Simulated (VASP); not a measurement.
# CO2 (P4_2/mnm) in VASP: dielectric tensor with PBE

Aim: the dielectric tensor of CO2 with PBE.

All numbers are computed with VASP 6.6.1; they aren't measurements. Logs are shortened: lines on timing, memory, paths and dates and some standing lists are left out, and cuts for length are marked.

## 1. The cell of the first run

The structure is tetragonal, space group P4_2/mnm (No. 136). The conventional cell has a = 4.193 Å, b = 4.193 Å, c = 4.605 Å, α = 90.00°, β = 90.00°, γ = 90.00°. Within 1.6 Å of C (site symmetry mmm) lie 2 O at 1.16 Å. Within 1.6 Å of O (site symmetry m2m) lie 1 C at 1.16 Å.

## 2. Dielectric tensor, PBE

The input, INCAR:

```
SYSTEM = CO2
ALGO = Normal
EDIFF = 1E-8
ENCUT = 520
GGA = PE
ISIF = 2
ISMEAR = 0
LASPH = .True.
LCHARG = .False.
LEPSILON = .True.
LREAL = .False.
LWAVE = .False.
NELM = 80
PREC = Accurate
SIGMA = 0.01
```

The input, KPOINTS:

```
k-points
0
Gamma
  6 6 4
  0 0 0
```

The input, POSCAR:

```
CO2
1.0
    4.1925575246      0.0000000000      0.0000000000
    0.0000000000      4.1925575246      0.0000000000
    0.0000000000      0.0000000000      4.6051154204
C O
2 4
Direct
    0.5000000000      0.5000000000      0.5000000000
    0.0000000000      0.0000000000      0.0000000000
    0.3042678613      0.6957321387      0.5000000000
    0.6957321387      0.3042678613      0.5000000000
    0.1957321387      0.1957321387      0.0000000000
    0.8042678613      0.8042678613      0.0000000000
```

Potentials or basis: VASP PAW PBE potentials, release 64 (C, O).

Started as:

```sh
$ cat potpaw_PBE.64/C/POTCAR potpaw_PBE.64/O/POTCAR > POTCAR
$ mpirun -np 1 vasp_std > vasp.out
```

OUTCAR:

```text
SYSTEM = CO2
   EDIFF = 1E-8
   ENCUT = 520
   GGA = PE
   ISIF = 2
   ISMEAR = 0
   LASPH = .True.
   LEPSILON = .True.
   LREAL = .False.
   NELM = 80
   PREC = Accurate

 ion  position               nearest neighbor table
   1  0.500  0.500  0.500-   3 1.16   4 1.16
   2  0.000  0.000  0.000-   5 1.16   6 1.16
   3  0.304  0.696  0.500-   1 1.16
   4  0.696  0.304  0.500-   1 1.16
   5  0.196  0.196  0.000-   2 1.16
   6  0.804  0.804  0.000-   2 1.16

  LATTYP: Found a simple tetragonal cell.
 ALAT       =     4.1925575246
 C/A-ratio  =     1.0984024413

  Lattice vectors:

 A1 = (   4.1925575246,   0.0000000000,   0.0000000000)
 A2 = (   0.0000000000,   4.1925575246,   0.0000000000)
 A3 = (   0.0000000000,   0.0000000000,   4.6051154204)

Analysis of symmetry for initial positions (statically):
=====================================================================
 Subroutine PRICEL returns:
 Original cell was already a primitive cell.

 Routine SETGRP: Setting up the symmetry group for a
 simple tetragonal supercell.

 Subroutine GETGRP returns: Found 16 space group operations
 (whereof  8 operations were pure point group operations)
 out of a pool of 16 trial point group operations.

The static configuration has the point symmetry D_2h.
 The point group associated with its full space group is D_4h.

Analysis of symmetry for dynamics (positions and initial velocities):
=====================================================================
 Subroutine PRICEL returns:
 Original cell was already a primitive cell.

 Routine SETGRP: Setting up the symmetry group for a
 simple tetragonal supercell.

 Subroutine GETGRP returns: Found 16 space group operations
 (whereof  8 operations were pure point group operations)
 out of a pool of 16 trial point group operations.

The dynamic configuration has the point symmetry D_2h.
 The point group associated with its full space group is D_4h.

 Subroutine INISYM returns: Found 16 space group operations
 (whereof  8 operations are pure point group operations),
 and found     1 'primitive' translations

----------------------------------------------------------------------------------------

                                     Primitive cell

  volume of cell :      80.9466

  direct lattice vectors                    reciprocal lattice vectors
     4.192557525  0.000000000  0.000000000     0.238517896  0.000000000  0.000000000
     0.000000000  4.192557525  0.000000000     0.000000000  0.238517896  0.000000000
     0.000000000  0.000000000  4.605115420     0.000000000  0.000000000  0.217149823

  length of vectors
     4.192557525  4.192557525  4.605115420     0.238517896  0.238517896  0.217149823

  position of ions in fractional coordinates (direct lattice)
     0.500000000  0.500000000  0.500000000
     0.000000000  0.000000000  0.000000000
     0.304267861  0.695732139  0.500000000
     0.695732139  0.304267861  0.500000000
     0.195732139  0.195732139  0.000000000
     0.804267861  0.804267861  0.000000000

  ion indices of the primitive-cell ions
   primitive index   ion index
                 1           1
                 2           2
                 3           3
                 4           4
                 5           5
                 6           6

----------------------------------------------------------------------------------------

 KPOINTS: k-points

Automatic generation of k-mesh.
 Grid dimensions read from file:
 generate k-points for:    6    6    4

 Generating k-lattice:

[... 93 lines left out ...]
 Gauss-broadening in eV      SIGMA  =   0.01
  energy-cutoff  :      520.00
  volume of cell :       80.95
 maximum number of plane-waves:      2194
 NGX is ok and might be reduce to    32
   NGX = 15   NGY = 15   NGZ = 17

--------------------------------------- Ionic step        1  -------------------------------------------

 number of electron      32.0000015 magnetization

 E-fermi :  -2.8090     XC(G=0):  -8.2679

 val. band max:       -2.9211223917   @ k =   0.5000   0.5000   0.5000
 cond. band min:       3.7433851343   @ k =   0.0000   0.0000   0.0000
 fundamental gap:      6.6645075260
 Fermi energy:        -2.8089950609

 k-point     1 :       0.0000    0.0000    0.0000
  band No.  band energies     occupation
      1     -23.8979      2.00000
      2     -23.5659      2.00000
      3     -22.6508      2.00000
      4     -22.6508      2.00000
      5      -8.5283      2.00000
      6      -8.1378      2.00000
[... 541 lines left out ...]
     19       5.6556      0.00000
     20       5.6556      0.00000

 [... further k-points ...]

  FORCE on cell =-STRESS in cart. coord.  units (eV):
  Direction    XX          YY          ZZ          XY          YZ          ZX
  --------------------------------------------------------------------------------------
  -------------------------------------------------------------------------------------
  Total        4.4582509      4.4582509      1.1308199     -0.0000000      0.0000000      0.0000000
  in kB       88.2422369     88.2422369     22.3823383     -0.0000000      0.0000000      0.0000000
  external PRESSURE =      66.2889373 kB  Pullay stress =       0.0000000 kB

 VOLUME and BASIS-vectors are now :
 -----------------------------------------------------------------------------
  energy-cutoff  :      520.00
  volume of cell :       80.95
      direct lattice vectors                 reciprocal lattice vectors
     4.192557525  0.000000000  0.000000000     0.238517896  0.000000000  0.000000000
     0.000000000  4.192557525  0.000000000     0.000000000  0.238517896  0.000000000
     0.000000000  0.000000000  4.605115420     0.000000000  0.000000000  0.217149823

 POSITION                                       TOTAL-FORCE (eV/Angst)
 -----------------------------------------------------------------------------------
      2.09628      2.09628      2.30256         0.000000      0.000000      0.000000
      0.00000      0.00000      0.00000         0.000000      0.000000      0.000000
      1.27566      2.91690      2.30256        -1.019087      1.019087      0.000000
      2.91690      1.27566      2.30256         1.019087     -1.019087      0.000000
      0.82062      0.82062      0.00000         1.019087      1.019087      0.000000
      3.37194      3.37194      0.00000        -1.019087     -1.019087      0.000000
 -----------------------------------------------------------------------------------
    total drift:                                0.000000      0.000000      0.000000

  FREE ENERGIE OF THE ION-ELECTRON SYSTEM (eV)
  ---------------------------------------------------
  free  energy   TOTEN  =       -45.9028008854 eV

  energy  without entropy=      -45.9028008854  energy(sigma->0) =      -45.90280089

 HEAD OF MICROSCOPIC STATIC DIELECTRIC TENSOR (INDEPENDENT PARTICLE, excluding Hartree and local field effects)
 ------------------------------------------------------
           2.853305    -0.000000     0.000000
          -0.000000     2.853305     0.000000
           0.000000     0.000000     1.898949
 ------------------------------------------------------

 Free energy of the ion-electron system (eV)
  ---------------------------------------------------
  ---------------------------------------------------
  free energy    TOTEN  =        -0.29542884 eV

  energy without entropy =       -0.29542884

------------------------ aborting loop because EDIFF is reached ----------------------------------------

--------------------------------------- Ionic step        2  -------------------------------------------

------------------------ aborting loop because EDIFF is reached ----------------------------------------

--------------------------------------- Ionic step        3  -------------------------------------------

 Free energy of the ion-electron system (eV)
  ---------------------------------------------------
  ---------------------------------------------------
  free energy    TOTEN  =        -0.19619383 eV

  energy without entropy =       -0.19619383

------------------------ aborting loop because EDIFF is reached ----------------------------------------

 PIEZOELECTRIC TENSOR FIELD DIRECTION 3  (e Angst)
 -----------------------------------------------------------------------------
     0.00027  0.00000  0.00000           ( -0.00000  0.00000  0.00000)
     0.00000  0.00027  0.00000           (  0.00000 -0.00000  0.00000)
     0.00000  0.00000 -0.00067           (  0.00000  0.00000 -0.00001)

 PIEZOELECTRIC TENSOR FIELD DIRECTION 3  (C/m^2)
 -----------------------------------------------------------------------------
     0.00005  0.00000  0.00000
     0.00000  0.00005  0.00000
     0.00000  0.00000 -0.00013

 MACROSCOPIC STATIC DIELECTRIC TENSOR (including local field effects in DFT)
 ------------------------------------------------------
           2.203824    -0.000000     0.000000
           0.000000     2.203824     0.000000
           0.000000     0.000000     1.789402
 ------------------------------------------------------

 PIEZOELECTRIC TENSOR (including local field effects)  for field in x, y, z        (e  Angst)
          XX          YY          ZZ          XY          YZ          ZX
  --------------------------------------------------------------------------------
  x     0.00000     0.00000     0.00000     0.00000     0.00000     0.00000
  y     0.00000     0.00000     0.00000     0.00000     0.00000     0.00000
  z     0.00000     0.00000     0.00000     0.00000     0.00000     0.00000

 PIEZOELECTRIC TENSOR (including local field effects)  for field in x, y, z        (C/m^2)
          XX          YY          ZZ          XY          YZ          ZX
  --------------------------------------------------------------------------------
  x     0.00000     0.00000     0.00000     0.00000     0.00000     0.00000
  y     0.00000     0.00000     0.00000     0.00000     0.00000     0.00000
  z     0.00000     0.00000     0.00000     0.00000     0.00000     0.00000

 BORN EFFECTIVE CHARGES (including local field effects) (in |e|, cummulative output)
 ---------------------------------------------------------------------------------
 ion    1
    1     1.89949    -1.08572     0.00000
    2    -1.08572     1.89949     0.00000
    3     0.00000     0.00000     0.69989
 ion    2
    1     1.89949     1.08572     0.00000
    2     1.08572     1.89949     0.00000
    3     0.00000     0.00000     0.69989
 ion    3
    1    -0.94975     0.61711     0.00000
    2     0.61711    -0.94975     0.00000
    3     0.00000     0.00000    -0.34995
 ion    4
    1    -0.94975     0.61711     0.00000
    2     0.61711    -0.94975     0.00000
    3     0.00000     0.00000    -0.34995
 ion    5
    1    -0.94975    -0.61711     0.00000
    2    -0.61711    -0.94975     0.00000
    3     0.00000     0.00000    -0.34995
 ion    6
    1    -0.94975    -0.61711     0.00000
    2    -0.61711    -0.94975     0.00000
    3     0.00000     0.00000    -0.34995
```

Run time: 6 min. Hardware: 1 thread of Intel Xeon Platinum 8375C at 2.90GHz (Ice Lake), shared host; peak memory 0.35 GiB.

Results:

| Item | Value |
| --- | --- |
| Band gap on the k mesh | 6.66 eV, indirect (least direct gap 7.16 eV) |
| Electronic dielectric tensor (diagonal) | 2.20, 2.20, 1.79 |
| Born charges (mean of the diagonal) | C +1.50; O -0.75 e |

Levels at points of the mesh, in eV from the valence-band top:
```tsv
k point	band 14	band 15	band 16	band 17	band 18	band 19
(0.00, 0.00, 0.00)	-0.55	-0.49	-0.49	6.66	7.52	8.00
(0.50, 0.00, 0.00)	-0.55	-0.50	-0.50	8.19	8.19	8.29
(0.50, 0.50, 0.00)	-0.69	0.00	0.00	8.33	8.33	8.43
(0.00, 0.00, 0.50)	-1.03	-0.49	-0.49	7.95	7.95	8.15
(0.50, 0.00, 0.50)	-0.94	-0.27	-0.27	8.02	8.02	8.58
(0.50, 0.50, 0.50)	-0.52	0.00	0.00	7.75	7.75	8.43
```

Electronic dielectric tensor:
```
2.20 0.00 0.00
0.00 2.20 0.00
0.00 0.00 1.79
```

Born effective charge tensors (e):
atom 1, C
```
 1.90 -1.09  0.00
-1.09  1.90  0.00
 0.00  0.00  0.70
```
atom 2, C
```
1.90 1.09 0.00
1.09 1.90 0.00
0.00 0.00 0.70
```
atom 3, O
```
-0.95  0.62  0.00
 0.62 -0.95  0.00
 0.00  0.00 -0.35
```
atom 4, O
```
-0.95  0.62  0.00
 0.62 -0.95  0.00
 0.00  0.00 -0.35
```
atom 5, O
```
-0.95 -0.62  0.00
-0.62 -0.95  0.00
 0.00  0.00 -0.35
```
atom 6, O
```
-0.95 -0.62  0.00
-0.62 -0.95  0.00
 0.00  0.00 -0.35
```
